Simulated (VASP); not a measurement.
# CuI (Cmcm) in VASP: a series of runs, part 3 of 3

VASP 6.6.1. The steps go on from the part before.

## 4. Electric field gradients, PBE (zz strain of -2 %)

File INCAR:

```
SYSTEM = CuI
ALGO = Normal ; EDIFF = 1E-8
ENCUT = 520 ; GGA = PE
ISIF = 2 ; ISMEAR = -1
LASPH = .TRUE. ; LCHARG = .FALSE.
LEFG = .TRUE. ; LREAL = .FALSE.
LWAVE = .FALSE. ; NBANDS = 26
NELM = 80 ; PREC = Accurate
SIGMA = 0.02
```

File KPOINTS:

```
k-points
0
G
  5 5 6
  0 0 0
```

File POSCAR:

```
CuI
1.0
    3.7331675900     -3.7110863700      0.0000000000
    3.7331675900      3.7110863700      0.0000000000
    0.0000000000      0.0000000000      4.2208577166
Cu I
2 2
Direct
    0.4204388300      0.5795611700      0.7500000000
    0.5795611700      0.4204388300      0.2500000000
    0.7700426800      0.2299573200      0.7500000000
    0.2299573200      0.7700426800      0.2500000000
```

Potentials or basis: VASP PAW PBE potentials, release 64 (Cu, I).

On the command line:

```
cat potpaw_PBE.64/Cu/POTCAR potpaw_PBE.64/I/POTCAR > POTCAR
mpirun -np 1 vasp_std > vasp.out
```

OUTCAR:

```text
SYSTEM = CuI
   EDIFF = 1E-8
   ENCUT = 520
   GGA = PE
   ISIF = 2
   ISMEAR = -1
   LASPH = .TRUE.
   LREAL = .FALSE.
   NELM = 80
   PREC = Accurate

 ion  position               nearest neighbor table
   1  0.420  0.580  0.750-   2 2.42   2 2.42   4 2.54   4 2.54   3 2.59
   2  0.580  0.420  0.250-   1 2.42   1 2.42   3 2.54   3 2.54   4 2.59
   3  0.770  0.230  0.750-   2 2.54   2 2.54   1 2.59
   4  0.230  0.770  0.250-   1 2.54   1 2.54   2 2.59

  LATTYP: Found a base centered orthorhombic cell.
 ALAT       =     7.4221727400
 B/A-ratio  =     1.0059500690
 C/A-ratio  =     0.5686822261

  Lattice vectors:

 A1 = (  -3.7331675900,  -3.7110863700,   0.0000000000)
 A2 = (   3.7331675900,  -3.7110863700,   0.0000000000)
 A3 = (   0.0000000000,   0.0000000000,   4.2208577166)

Analysis of symmetry for initial positions (statically):
=====================================================================
 Subroutine PRICEL returns:
 Original cell was already a primitive cell.

 Routine SETGRP: Setting up the symmetry group for a
 base centered orthorhombic supercell.

 Subroutine GETGRP returns: Found  8 space group operations
 (whereof  4 operations were pure point group operations)
 out of a pool of  8 trial point group operations.

The static configuration has the point symmetry C_2h.
 The point group associated with its full space group is D_2h.

Analysis of symmetry for dynamics (positions and initial velocities):
=====================================================================
 Subroutine PRICEL returns:
 Original cell was already a primitive cell.

 Routine SETGRP: Setting up the symmetry group for a
 base centered orthorhombic supercell.

 Subroutine GETGRP returns: Found  8 space group operations
 (whereof  4 operations were pure point group operations)
 out of a pool of  8 trial point group operations.

The dynamic configuration has the point symmetry C_2h.
 The point group associated with its full space group is D_2h.

 Subroutine INISYM returns: Found  8 space group operations
 (whereof  4 operations are pure point group operations),
 and found     1 'primitive' translations

----------------------------------------------------------------------------------------

                                     Primitive cell

  volume of cell :     116.9524

  direct lattice vectors                    reciprocal lattice vectors
     3.733167590 -3.711086370  0.000000000     0.133934518 -0.134731437  0.000000000
     3.733167590  3.711086370  0.000000000     0.133934518  0.134731437  0.000000000
     0.000000000  0.000000000  4.220857717     0.000000000  0.000000000  0.236918671

  length of vectors
     5.263905613  5.263905613  4.220857717     0.189976354  0.189976354  0.236918671

  position of ions in fractional coordinates (direct lattice)
     0.420438830  0.579561170  0.750000000
     0.579561170  0.420438830  0.250000000
     0.770042680  0.229957320  0.750000000
     0.229957320  0.770042680  0.250000000
[... 91 lines left out ...]
   NUPDOWN=      -1.0000    fix difference up-down
   EMIN   =  10.00;   EMAX   =-10.00  energy-range for DOS
   EFERMI =   0.00;   METHOD = LEGACY
   ISMEAR =    -1;   SIGMA  =   0.02  broadening in eV -4-tet -1-fermi 0-gaus
   EFERMI_NEDOS =   21; number of points for ismear=-14 and -15
   IALGO  =     38    algorithm
   IMIX   =      4    mixing-type and parameters
     AMIX     =   0.40;   BMIX     =  1.00
     AMIX_MAG =   1.60;   BMIX_MAG =  1.00
  volume/ion in A,a.u.               =      29.24       197.31
  Fermi-wavevector in a.u.,A,eV,Ry     =   1.105366  2.088838 16.624046  1.221833
  Thomas-Fermi vector in A             =   2.241852
   LORBIT       =      0    0 simple, 1 ext, 2 COOP (PROOUT), +10 PAW based schemes
   GGA     = PE    functional components
   LHFCALC =     F    Hartree Fock is set to
   AEXX    =    0.0000 exact exchange contribution
   IVDW    =     0    specifies the selected vdW correction
   LEPSILON=     F    determine dielectric tensor
   LRPA    =     F    only Hartree local field effects (RPA)
 non-spin polarized calculation
  energy-cutoff  :      520.00
  volume of cell :      116.95
 maximum number of plane-waves:      3170
   NGX = 19   NGY = 19   NGZ = 15

 number of electron      35.9999990 magnetization

 Free energy of the ion-electron system (eV)
  ---------------------------------------------------
  ext. energy  EPLUGINS =         0.00000000
  ---------------------------------------------------
  free energy    TOTEN  =       -10.87949853 eV

  energy without entropy =      -10.87949853  energy(sigma->0) =      -10.87949853

 E-fermi :   4.5349     XC(G=0):  -8.6684

 val. band max:        4.1165601821   @ k =   0.0000   0.0000   0.0000
 cond. band min:       5.1299515364   @ k =   0.0000   0.0000   0.0000
 fundamental gap:      1.0133913543
 Fermi energy:         4.5348607255

 k-point     1 :       0.0000    0.0000    0.0000
  band No.  band energies     occupation
      1      -9.9125      2.00000
      2      -9.1413      2.00000
      3      -1.6582      2.00000
      4      -0.3192      2.00000
      5      -0.0584      2.00000
      6      -0.0065      2.00000
[... 685 lines left out ...]
     25      11.6333      0.00000
     26      12.1172      0.00000

 [... further k-points ...]

------------------------ aborting loop because EDIFF is reached ----------------------------------------

  FORCE on cell =-STRESS in cart. coord.  units (eV):
  Direction    XX          YY          ZZ          XY          YZ          ZX
  --------------------------------------------------------------------------------------
  -------------------------------------------------------------------------------------
  Total        0.7910659      2.0611906      3.2058204      0.0000000      0.0000000      0.0000000
  in kB       10.8371233     28.2370606     43.9177935      0.0000000      0.0000000      0.0000000
  external PRESSURE =      27.6639925 kB  Pullay stress =       0.0000000 kB

 VOLUME and BASIS-vectors are now :
 -----------------------------------------------------------------------------
  energy-cutoff  :      520.00
  volume of cell :      116.95
      direct lattice vectors                 reciprocal lattice vectors
     3.733167590 -3.711086370  0.000000000     0.133934518 -0.134731437  0.000000000
     3.733167590  3.711086370  0.000000000     0.133934518  0.134731437  0.000000000
     0.000000000  0.000000000  4.220857717     0.000000000  0.000000000  0.236918671

 POSITION                                       TOTAL-FORCE (eV/Angst)
 -----------------------------------------------------------------------------------
      3.73317      0.59052      3.16564         0.000000      0.144086     -0.000000
      3.73317     -0.59052      1.05521         0.000000     -0.144086      0.000000
      3.73317     -2.00430      3.16564         0.000000     -0.326998      0.000000
      3.73317      2.00430      1.05521         0.000000      0.326998      0.000000
 -----------------------------------------------------------------------------------
    total drift:                                0.000000     -0.000000      0.000000

  FREE ENERGIE OF THE ION-ELECTRON SYSTEM (eV)
  ---------------------------------------------------
  free  energy   TOTEN  =       -10.8794985301 eV

  energy  without entropy=      -10.8794985301  energy(sigma->0) =      -10.87949853

 Electric field gradients (V/A^2)
---------------------------------------------------------------------
 ion       V_xx      V_yy      V_zz      V_xy      V_xz      V_yz
---------------------------------------------------------------------
   1      59.870   -14.107   -45.763     0.000    -0.000     0.000
   2      59.870   -14.107   -45.763     0.000    -0.000     0.000
   3    -395.874   308.642    87.232    -0.000    -0.000    -0.000
   4    -395.874   308.642    87.232    -0.000    -0.000    -0.000
---------------------------------------------------------------------

 Electric field gradients after diagonalization (V/A^2)
 (convention: |V_zz| > |V_xx| > |V_yy|)
----------------------------------------------------------------------
 ion       V_xx      V_yy      V_zz     asymmetry (V_yy - V_xx)/ V_zz
----------------------------------------------------------------------
   1     -45.763   -14.107    59.870       0.529
   2     -45.763   -14.107    59.870       0.529
   3     308.642    87.232  -395.874       0.559
   4     308.642    87.232  -395.874       0.559
----------------------------------------------------------------------

           NMR quadrupolar parameters

 Cq : quadrupolar parameter    Cq=e*Q*V_zz/h
 eta: asymmetry parameters     (V_yy - V_xx)/ V_zz
 Q  : nuclear electric quadrupole moment in mb (millibarn)
----------------------------------------------------------------------
 ion       Cq(MHz)       eta       Q (mb)
----------------------------------------------------------------------
   1       0.145       0.529       1.000
   2       0.145       0.529       1.000
   3      -0.957       0.559       1.000
   4      -0.957       0.559       1.000
----------------------------------------------------------------------
```

Wall time 2.9 min (1 thread of Oxide Virtual Turin-like, shared host); peak memory 0.23 GiB.

What came out:

* Free energy: -10.8795 eV
* Pressure: 2.8 GPa
* Largest force: 0.327 eV/Å
* Band gap on the k mesh: 1.01 eV, direct

Forces in eV/Å, atoms in the order of the input:
```
Cu   0.000  0.144  0.000
Cu   0.000 -0.144  0.000
I    0.000 -0.327  0.000
I    0.000  0.327  0.000
```

Electric field gradients, principal values (V/Å²):
| atom | least | middle | greatest (by size) |
| --- | --- | --- | --- |
| 1 Cu | -14.107 | -45.763 | 59.870 |
| 2 Cu | -14.107 | -45.763 | 59.870 |
| 3 I | 87.232 | 308.642 | -395.874 |
| 4 I | 87.232 | 308.642 | -395.874 |

Caveat: the cell differs from its parent crystal (zz strain of -2 %); without QUAD_EFG the Cq values of the log hold for a quadrupole moment of 1 mb, not for the nuclei; spin-orbit coupling is left out, which moves the levels of the heavy elements. A k mesh can miss the band edges.

## 5. Electric field gradients, PBE (zz strain of -2 %)

File INCAR:

```
  PREC = Accurate
  ENCUT = 520
  EDIFF = 1E-8
  ISMEAR = -1
  SIGMA = 0.02
  LREAL = False
  LASPH = True
  NELM = 60
  ALGO = Normal
  ISIF = 2
  LWAVE = False
  LCHARG = False
  GGA = PE
  LEFG = True
  NBANDS = 26
```

File KPOINTS:

```
Automatic mesh
0
Gamma
  5 5 6
```

POSCAR is that of step 4.

Potentials or basis: VASP PAW PBE potentials, release 64 (Cu, I).

On the command line:

```
cat potpaw_PBE.64/Cu/POTCAR potpaw_PBE.64/I/POTCAR > POTCAR
mpirun -np 1 vasp_std > vasp.out
```

OUTCAR:

```text
PREC = Accurate
   ENCUT = 520
   EDIFF = 1E-8
   ISMEAR = -1
   LREAL = False
   LASPH = True
   NELM = 60
   ISIF = 2
   GGA = PE

 ion  position               nearest neighbor table
   1  0.420  0.580  0.750-   2 2.42   2 2.42   4 2.54   4 2.54   3 2.59
   2  0.580  0.420  0.250-   1 2.42   1 2.42   3 2.54   3 2.54   4 2.59
   3  0.770  0.230  0.750-   2 2.54   2 2.54   1 2.59
   4  0.230  0.770  0.250-   1 2.54   1 2.54   2 2.59

  LATTYP: Found a base centered orthorhombic cell.
 ALAT       =     7.4221727400
 B/A-ratio  =     1.0059500690
 C/A-ratio  =     0.5686822261

  Lattice vectors:

 A1 = (  -3.7331675900,  -3.7110863700,   0.0000000000)
 A2 = (   3.7331675900,  -3.7110863700,   0.0000000000)
 A3 = (   0.0000000000,   0.0000000000,   4.2208577166)

Analysis of symmetry for initial positions (statically):
=====================================================================
[... 903 lines left out ...]
      3.73317      0.59052      3.16564         0.000000      0.144086     -0.000000
      3.73317     -0.59052      1.05521         0.000000     -0.144086      0.000000
      3.73317     -2.00430      3.16564         0.000000     -0.326998      0.000000
      3.73317      2.00430      1.05521         0.000000      0.326998      0.000000
 -----------------------------------------------------------------------------------
    total drift:                                0.000000     -0.000000      0.000000

  FREE ENERGIE OF THE ION-ELECTRON SYSTEM (eV)
  ---------------------------------------------------
  free  energy   TOTEN  =       -10.8794985301 eV

  energy  without entropy=      -10.8794985301  energy(sigma->0) =      -10.87949853

 Electric field gradients (V/A^2)
---------------------------------------------------------------------
 ion       V_xx      V_yy      V_zz      V_xy      V_xz      V_yz
---------------------------------------------------------------------
   1      59.870   -14.107   -45.763     0.000    -0.000     0.000
   2      59.870   -14.107   -45.763     0.000    -0.000     0.000
   3    -395.874   308.642    87.232    -0.000    -0.000    -0.000
   4    -395.874   308.642    87.232    -0.000    -0.000    -0.000
---------------------------------------------------------------------

 Electric field gradients after diagonalization (V/A^2)
 (convention: |V_zz| > |V_xx| > |V_yy|)
----------------------------------------------------------------------
 ion       V_xx      V_yy      V_zz     asymmetry (V_yy - V_xx)/ V_zz
----------------------------------------------------------------------
   1     -45.763   -14.107    59.870       0.529
   2     -45.763   -14.107    59.870       0.529
   3     308.642    87.232  -395.874       0.559
   4     308.642    87.232  -395.874       0.559
----------------------------------------------------------------------

           NMR quadrupolar parameters

 Cq : quadrupolar parameter    Cq=e*Q*V_zz/h
 eta: asymmetry parameters     (V_yy - V_xx)/ V_zz
 Q  : nuclear electric quadrupole moment in mb (millibarn)
----------------------------------------------------------------------
 ion       Cq(MHz)       eta       Q (mb)
----------------------------------------------------------------------
   1       0.145       0.529       1.000
   2       0.145       0.529       1.000
   3      -0.957       0.559       1.000
   4      -0.957       0.559       1.000
----------------------------------------------------------------------
```

OSZICAR:

```text
N       E                     dE             d eps       ncg     rms          rms(c)
DAV:   1     0.274073971600E+03    0.27407E+03   -0.14917E+04  1872   0.147E+03
DAV:   2     0.161282442912E+02   -0.25795E+03   -0.24534E+03  1880   0.309E+02
DAV:   3    -0.102157235497E+02   -0.26344E+02   -0.25708E+02  2438   0.121E+02
[... 12 lines left out ...]
DAV:  16    -0.108794985968E+02   -0.43501E-08   -0.65980E-07  2838   0.122E-02    0.169E-03
DAV:  17    -0.108794985319E+02    0.64932E-07   -0.95919E-08  2958   0.548E-03    0.104E-03
DAV:  18    -0.108794985042E+02    0.27719E-07   -0.35560E-08  2078   0.570E-03    0.256E-04
DAV:  19    -0.108794985225E+02   -0.18288E-07   -0.17670E-08  1290   0.129E-03    0.393E-04
DAV:  20    -0.108794985301E+02   -0.76157E-08   -0.69401E-09  1072   0.170E-03
   1 F= -.10879499E+02 E0= -.10879499E+02  d E =-.509207E-11
```

stdout:

```text
POSCAR found type information on POSCAR CuI
 POSCAR found :  2 types and       4 ions
 scaLAPACK will be used
 LDA part: xc-table for (Slater+PW92), standard interpolation
 POSCAR, INCAR and KPOINTS ok, starting setup
 FFT: planning ... GRIDC
 FFT: planning ... GRID_SOFT
 FFT: planning ... GRID
 WAVECAR not read
 entering main loop
ion   1

ion   2

ion   3

ion   4
```

It took 2.8 min on 1 thread of Oxide Virtual Turin-like, shared host; peak memory 0.23 GiB.

Results:

* Free energy: -10.8795 eV
* Pressure: 2.8 GPa
* Largest force: 0.327 eV/Å
* Band gap on the k mesh: 1.01 eV, direct

Forces on the atoms (eV/Å):
```
Cu   0.000  0.144  0.000
Cu   0.000 -0.144  0.000
I    0.000 -0.327  0.000
I    0.000  0.327  0.000
```

Electric field gradients, principal values (V/Å²):
```
atom    least   middle  greatest (by size)
1 Cu  -14.107  -45.763              59.870
2 Cu  -14.107  -45.763              59.870
 3 I   87.232  308.642            -395.874
 4 I   87.232  308.642            -395.874
```

Caveat: the cell differs from its parent crystal (zz strain of -2 %); without QUAD_EFG the Cq values of the log hold for a quadrupole moment of 1 mb, not for the nuclei; spin-orbit coupling is left out, which moves the levels of the heavy elements.

## 6. The runs side by side

```tsv
cell	gap on the mesh (eV)	pressure (GPa)	largest force (eV/Å)
a = 5.229, b = 5.229, c = 4.278 Å, angles 90.0, 90.0, 89.7°, 4 atoms	1.06	2.3	0.32
a = 5.281, b = 5.281, c = 4.321 Å, angles 90.0, 90.0, 89.7°, 4 atoms	1.03	1.0	0.10
a = 5.264, b = 5.264, c = 4.221 Å, angles 90.0, 90.0, 89.7°, 4 atoms	1.01	2.8	0.33
```

Alike in all rows: task electric field gradients; level PBE; potentials or basis VASP PAW PBE potentials, release 64 (Cu, I); no spin polarisation; k mesh 5 × 5 × 6; cutoff (eV) 520; smearing fermi-dirac 0.02 eV.

Caveats: spin-orbit coupling is left out, which moves the levels of the heavy elements.

Total energies depend on the potentials used, so only differences within one code and one set of settings carry meaning.
